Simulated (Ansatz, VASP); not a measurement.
One calculation of Al2Cu, two programs

```
CELL_PARAMETERS angstrom
-3.05645 3.05645 2.29310
3.05645 -3.05645 2.29310
3.05645 3.05645 -2.29310
ATOMIC_POSITIONS crystal
Al 0.15932 0.65932 0.81864
Al 0.65932 0.84068 0.50000
Al 0.84068 0.34068 0.18136
Al 0.34068 0.15932 0.50000
Cu 0.75000 0.75000 0.00000
Cu 0.25000 0.25000 0.00000
```

Alike in both runs: task single point; functional PBEsol; k mesh 10 × 10 × 10; occupations gaussian, width 0.15 eV; no spin polarisation.

```csv
,VASP,Ansatz
version,VASP 6.6.1,Ansatz 0.2.0
potentials or method,"VASP PAW PBE potentials, release 64 (Al, Cu), cutoff 520 eV","scalar-relativistic, plane waves, PAW"
valence electrons in the cell,34,50
```

```tsv
	VASP	Ansatz	Ansatz less VASP
gap on the k mesh at the Fermi level (eV)	none	none	-
pressure (GPa)	2.1	1.9	-0.29
traceless stress, the component that is largest in VASP (GPa)	7.96	7.97	+0.006
rms of the force components (eV/Å)	0.098	0.096	-0.0019
```

VASP's potentials were made for PBE, not for PBEsol, and Ansatz warns of the same on its side. Atom by atom the forces differ by 0.002 eV/Å (rms over components). A gap of «none» marks a metal or a gap that the smearing closes. VASP's potentials hold 34 valence electrons a cell and Ansatz's 50, so a difference there can come from the potentials and not from the codes.
